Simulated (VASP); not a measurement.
# ScSbS3 (P4/mmm) in VASP: notebook, part 2 of 2

VASP 6.6.1. Earlier steps stand in the parts before.

### Step 3. Single point, PBE

This run uses another cell than the first one, of 30.76 Å³/atom, 1.174 times its volume.

INCAR reads:

```
SYSTEM = ScSbS3
ALGO = Normal ; EDIFF = 1E-7
ENCUT = 520 ; GGA = PE
ISIF = 2 ; ISMEAR = 0
LASPH = .True. ; LCHARG = .False.
LREAL = .False. ; LWAVE = .False.
NBANDS = 25 ; NELM = 60
PREC = Accurate ; SIGMA = 0.1
```

KPOINTS reads:

```
k-points
0
Gamma
  4 4 2
  0 0 0
```

POSCAR reads:

```
ScSbS3
1.0
    4.0306657033      0.0000000000      0.0000000000
    0.0000000000      4.0306657033      0.0000000000
    0.0000000000      0.0000000000      9.4677904149
Sc Sb S
1 1 3
Direct
    0.0000000000      0.0000000000      0.5000000000
    0.5000000000      0.5000000000      0.5000000000
    0.5000000000      0.5000000000      0.7742621650
    0.5000000000      0.5000000000      0.2257378350
    0.5000000000      0.5000000000      0.0000000000
```

Potentials or basis: VASP PAW PBE potentials, release 64 (Sc_sv, Sb, S).

On the command line:

```bash
cat potpaw_PBE.64/Sc_sv/POTCAR potpaw_PBE.64/Sb/POTCAR potpaw_PBE.64/S/POTCAR > POTCAR
mpirun -np 1 vasp_std > vasp.out
```

OUTCAR:

```text
SYSTEM = ScSbS3
   EDIFF = 1E-7
   ENCUT = 520
   GGA = PE
   ISIF = 2
   ISMEAR = 0
   LASPH = .True.
   LREAL = .False.
   NELM = 60
   PREC = Accurate

 ion  position               nearest neighbor table
   1  0.000  0.000  0.500-   2 2.85   2 2.85   2 2.85   2 2.85
   2  0.500  0.500  0.500-   3 2.60   4 2.60   1 2.85   1 2.85   1 2.85   1 2.85
   3  0.500  0.500  0.774-   5 2.14   2 2.60
   4  0.500  0.500  0.226-   5 2.14   2 2.60
   5  0.500  0.500  0.000-   3 2.14   4 2.14

  LATTYP: Found a simple tetragonal cell.
 ALAT       =     4.0306657033
 C/A-ratio  =     2.3489396323

  Lattice vectors:

 A1 = (   4.0306657033,   0.0000000000,   0.0000000000)
 A2 = (   0.0000000000,   4.0306657033,   0.0000000000)
 A3 = (   0.0000000000,   0.0000000000,   9.4677904149)

Analysis of symmetry for initial positions (statically):
=====================================================================
[... 162 lines left out ...]
  free energy    TOTEN  =       -21.26243037 eV

  energy without entropy =      -21.23290214  energy(sigma->0) =      -21.24766625

 E-fermi :   2.3947     XC(G=0):  -8.0125

 val. band max:        2.3671428348   @ k =   0.5000   0.2500   0.0000
 cond. band min:       2.4199721438   @ k =   0.2500   0.0000   0.0000
 fundamental gap:      0.0528293090
 Fermi energy:         2.3947488811

 k-point     1 :       0.0000    0.0000    0.0000
  band No.  band energies     occupation
      1     -48.0489      2.00000
      2     -26.8674      2.00000
      3     -26.5898      2.00000
      4     -26.5898      2.00000
      5     -12.3197      2.00000
      6     -10.6154      2.00000
[... 325 lines left out ...]
     24       4.9112      0.00000
     25       6.4390      0.00000

------------------------ aborting loop because EDIFF is reached ----------------------------------------

  FORCE on cell =-STRESS in cart. coord.  units (eV):
  Direction    XX          YY          ZZ          XY          YZ          ZX
  --------------------------------------------------------------------------------------
  -------------------------------------------------------------------------------------
  Total        0.0147479      0.0147479     -0.3391710      0.0000000      0.0000000      0.0000000
  in kB        0.1536163      0.1536163     -3.5328656      0.0000000      0.0000000      0.0000000
  external PRESSURE =      -1.0752110 kB  Pullay stress =       0.0000000 kB

 VOLUME and BASIS-vectors are now :
 -----------------------------------------------------------------------------
  energy-cutoff  :      520.00
  volume of cell :      153.82
      direct lattice vectors                 reciprocal lattice vectors
     4.030665703  0.000000000  0.000000000     0.248097975  0.000000000  0.000000000
     0.000000000  4.030665703  0.000000000     0.000000000  0.248097975  0.000000000
     0.000000000  0.000000000  9.467790415     0.000000000  0.000000000  0.105621265

 POSITION                                       TOTAL-FORCE (eV/Angst)
 -----------------------------------------------------------------------------------
      0.00000      0.00000      4.73390        -0.000000      0.000000      0.000000
      2.01533      2.01533      4.73390        -0.000000      0.000000      0.000000
      2.01533      2.01533      7.33055        -0.000000     -0.000000      0.054904
      2.01533      2.01533      2.13724         0.000000     -0.000000     -0.054904
      2.01533      2.01533      0.00000        -0.000000      0.000000      0.000000
 -----------------------------------------------------------------------------------
    total drift:                                0.000000      0.000000      0.000000

  FREE ENERGIE OF THE ION-ELECTRON SYSTEM (eV)
  ---------------------------------------------------
  free  energy   TOTEN  =       -21.2624303656 eV

  energy  without entropy=      -21.2329021425  energy(sigma->0) =      -21.24766625
```

OSZICAR:

```text
N       E                     dE             d eps       ncg     rms          rms(c)
DAV:   1     0.327605629991E+03    0.32761E+03   -0.14386E+04   616   0.117E+03
DAV:   2     0.166803189477E+02   -0.31093E+03   -0.29915E+03   632   0.320E+02
DAV:   3    -0.215814941650E+02   -0.38262E+02   -0.36905E+02   895   0.106E+02
DAV:   4    -0.235367812943E+02   -0.19553E+01   -0.19017E+01   832   0.264E+01
DAV:   5    -0.235927469712E+02   -0.55966E-01   -0.55772E-01   887   0.403E+00    0.169E+01
DAV:   6    -0.215071753860E+02    0.20856E+01   -0.75449E+00   927   0.203E+01    0.914E+00
DAV:   7    -0.215103788907E+02   -0.32035E-02   -0.42574E+00   955   0.146E+01    0.682E+00
DAV:   8    -0.213348763488E+02    0.17550E+00   -0.18114E+00   878   0.945E+00    0.231E+00
DAV:   9    -0.212732309037E+02    0.61645E-01   -0.69622E-01   888   0.633E+00    0.914E-01
DAV:  10    -0.212619006583E+02    0.11330E-01   -0.38727E-02   932   0.155E+00    0.199E-01
DAV:  11    -0.212621996924E+02   -0.29903E-03   -0.19174E-03   768   0.245E-01    0.123E-01
DAV:  12    -0.212624247040E+02   -0.22501E-03   -0.64603E-04   772   0.138E-01    0.558E-02
DAV:  13    -0.212624183952E+02    0.63087E-05   -0.10945E-04   840   0.760E-02    0.192E-02
DAV:  14    -0.212624275753E+02   -0.91800E-05   -0.38373E-05   797   0.464E-02    0.150E-02
DAV:  15    -0.212624295953E+02   -0.20201E-05   -0.69692E-06   790   0.177E-02    0.691E-03
DAV:  16    -0.212624303082E+02   -0.71287E-06   -0.22696E-06   822   0.961E-03    0.200E-03
DAV:  17    -0.212624303656E+02   -0.57391E-07   -0.24329E-07   557   0.368E-03
   1 F= -.21262430E+02 E0= -.21247666E+02  d E =-.295282E-01
```

stdout:

```text
POSCAR found type information on POSCAR ScSbS
 POSCAR found :  3 types and       5 ions
 scaLAPACK will be used
 LDA part: xc-table for (Slater+PW92), standard interpolation
 POSCAR, INCAR and KPOINTS ok, starting setup
 FFT: planning ... GRIDC
 FFT: planning ... GRID_SOFT
 FFT: planning ... GRID
 WAVECAR not read
 entering main loop
```

Run time: 66 s. Hardware: 1 thread of Intel Xeon Platinum 8488C (Sapphire Rapids), shared host; peak memory 0.25 GiB.

What came out:

```
Free energy            : -21.2624 eV
Pressure               : -0.1 GPa
Largest force          : 0.055 eV/Å
Band gap on the k mesh : zero (band 17 reaches 2.57 eV, above the bottom of band 18 at 1.50 eV)
```

Forces on the atoms (eV/Å):
```
Sc   0.000  0.000  0.000
Sb   0.000  0.000  0.000
S    0.000  0.000  0.055
S    0.000  0.000 -0.055
S    0.000  0.000  0.000
```

Stress tensor (GPa, compression positive):
```
 0.02  0.00  0.00
 0.00  0.02  0.00
 0.00  0.00 -0.35
```

Levels at points of the mesh, in eV from the Fermi level:
| k point | band 15 | band 16 | band 17 | band 18 | band 19 | band 20 |
| --- | --- | --- | --- | --- | --- | --- |
| (0.00, 0.00, 0.00) | -0.73 | -0.46 | -0.45 | 0.35 | 0.93 | 1.23 |
| (0.50, 0.00, 0.00) | -1.26 | -0.46 | -0.20 | 0.04 | 0.74 | 1.29 |
| (0.50, 0.50, 0.00) | -2.57 | -0.06 | 0.17 | 0.17 | 0.85 | 0.85 |
| (0.00, 0.00, 0.50) | -0.45 | 0.17 | 0.17 | 0.45 | 0.45 | 0.93 |
| (0.50, 0.00, 0.50) | -2.06 | -0.89 | -0.73 | 0.48 | 1.01 | 1.29 |
| (0.50, 0.50, 0.50) | -1.34 | -1.34 | -0.89 | -0.89 | 1.20 | 1.23 |

Caveat: the k points lie up to 0.39 Å⁻¹ apart; spin-orbit coupling is left out, which moves the levels of the heavy elements.

### Step 4. Relaxation of cell and atoms, PBE

INCAR reads:

```
PREC     = Accurate       # precision mode
ENCUT    = 600            # plane-wave cutoff, eV
EDIFF    = 1E-6           # SCF threshold, eV
ISMEAR   = 0              # smearing method
SIGMA    = 0.1            # smearing width, eV
LREAL    = F              # projectors in reciprocal space
LASPH    = T              # aspherical terms in the spheres
NELM     = 100            # most SCF steps
ALGO     = Normal         # electronic algorithm
ISIF     = 3              # what is computed and relaxed
LWAVE    = F              # write WAVECAR
LCHARG   = F              # write CHGCAR
GGA      = PE             # functional
IBRION   = 2              # ionic algorithm
NSW      = 90             # ionic steps
EDIFFG   = -0.04          # ionic threshold
```

KPOINTS reads:

```
Automatic mesh
0
Gamma
  4 4 2
```

POSCAR reads:

```
ScSbS3
1.0
    4.0430436000      0.0000000000      0.0000000000
    0.0000000000      4.0430436000      0.0000000000
    0.0000000000      0.0000000000      8.0147532700
Sc Sb S
1 1 3
Direct
    0.0000000000      0.0000000000      0.5000000000
    0.5000000000      0.5000000000      0.5000000000
    0.5000000000      0.5000000000      0.7710198300
    0.5000000000      0.5000000000      0.2289801700
    0.5000000000      0.5000000000      0.0000000000
```

On the command line:

```bash
cat potpaw_PBE.64/Sc_sv/POTCAR potpaw_PBE.64/Sb/POTCAR potpaw_PBE.64/S/POTCAR > POTCAR
mpirun -np 1 vasp_std > vasp.out
```

It took 5.2 min on 1 thread of Intel Xeon Platinum 8488C (Sapphire Rapids), shared host; peak memory 0.28 GiB.

It converged, with:

- Free energy: -21.2592 eV
- Relaxed volume: 30.72 Å³/atom
- Relaxed cell: a = 4.033 Å, b = 4.033 Å, c = 9.443 Å, α = 90.00°, β = 90.00°, γ = 90.00°
- Space group after relaxing (to 0.05 Å): P4/mmm (No. 123)
- Energy gained by relaxing: 721.8 meV/atom
- Ionic steps: 8
- Pressure after relaxing: 0.0 GPa
- Largest force after relaxing: 0.014 eV/Å
- Band gap on the k mesh: zero (band 17 reaches 2.60 eV, above the bottom of band 18 at 1.52 eV)

Forces on the atoms (eV/Å):
```
Sc   0.000  0.000  0.000
Sb   0.000  0.000  0.000
S    0.000  0.000  0.014
S    0.000  0.000 -0.014
S    0.000  0.000  0.000
```

Stress tensor (GPa, compression positive):
```
-0.02  0.00  0.00
 0.00 -0.02  0.00
 0.00  0.00  0.14
```

Step by step:
| step | energy change (eV) | largest force (eV/Å) | pressure (GPa) | volume (Å³) |
| --- | --- | --- | --- | --- |
| 1 | 0.0000 | 0.4465 | 23.11 | 131.01 |
| 2 | -0.0346 | 0.7632 | -5.95 | 202.78 |
| 3 | -3.4871 | 0.6922 | -2.03 | 159.02 |
| 4 | -3.5608 | 0.6050 | -1.12 | 156.40 |
| 5 | -3.5863 | 0.5143 | -0.06 | 153.72 |
| 6 | -3.5858 | 0.5289 | -0.24 | 154.18 |
| 7 | -3.6030 | 0.2562 | -0.14 | 153.89 |
| 8 | -3.6091 | 0.0141 | 0.03 | 153.59 |

Final structure:
```
Sc Sb S
1.0
     4.03303    0.00000    0.00000
     0.00000    4.03303    0.00000
     0.00000    0.00000    9.44301
Sc Sb S
1 1 3
Direct
  0.00000 0.00000 0.50000
  0.50000 0.50000 0.50000
  0.50000 0.50000 0.77428
  0.50000 0.50000 0.22572
  0.50000 0.50000 0.00000
```

Levels at points of the mesh, in eV from the Fermi level:
| k point | band 15 | band 16 | band 17 | band 18 | band 19 | band 20 |
| --- | --- | --- | --- | --- | --- | --- |
| (0.00, 0.00, 0.00) | -0.76 | -0.47 | -0.46 | 0.36 | 0.92 | 1.29 |
| (0.50, 0.00, 0.00) | -1.30 | -0.47 | -0.19 | 0.05 | 0.73 | 1.28 |
| (0.50, 0.50, 0.00) | -2.61 | -0.06 | 0.17 | 0.17 | 0.84 | 0.84 |
| (0.00, 0.00, 0.50) | -0.47 | 0.15 | 0.15 | 0.43 | 0.43 | 0.92 |
| (0.50, 0.00, 0.50) | -2.08 | -0.91 | -0.75 | 0.46 | 1.00 | 1.28 |
| (0.50, 0.50, 0.50) | -1.36 | -1.36 | -0.91 | -0.91 | 1.19 | 1.22 |

Caveat: the k points lie up to 0.39 Å⁻¹ apart in the final cell; the volume moved by over 15 % at a fixed basis, so the end points are rough; spin-orbit coupling is left out, which moves the levels of the heavy elements.

### Step 5. The runs side by side

| task | cell | cutoff (eV) | gap on the mesh (eV) | pressure (GPa) | largest force (eV/Å) |
| --- | --- | --- | --- | --- | --- |
| single point | a = 4.043, b = 4.043, c = 8.015 Å, 5 atoms | 520 | none | 23.1 | 0.45 |
| single point | a = 4.031, b = 4.031, c = 9.468 Å, 5 atoms | 520 | none | -0.1 | 0.05 |
| relaxation of cell and atoms | relaxed from a = 4.043, b = 4.043, c = 8.015 Å, 5 atoms | 600 | none | 0.0 | 0.01 |

Alike in all rows: level PBE; potentials or basis VASP PAW PBE potentials, release 64 (Sc_sv, Sb, S); no spin polarisation; k mesh 4 × 4 × 2; smearing gaussian 0.1 eV.

Caveats: all runs use coarse meshes; spin-orbit coupling is left out, which moves the levels of the heavy elements; the volume moved by over 15 % at a fixed basis, so the end points are rough (some runs).

Absolute energies hang on the potentials; compare differences alone.
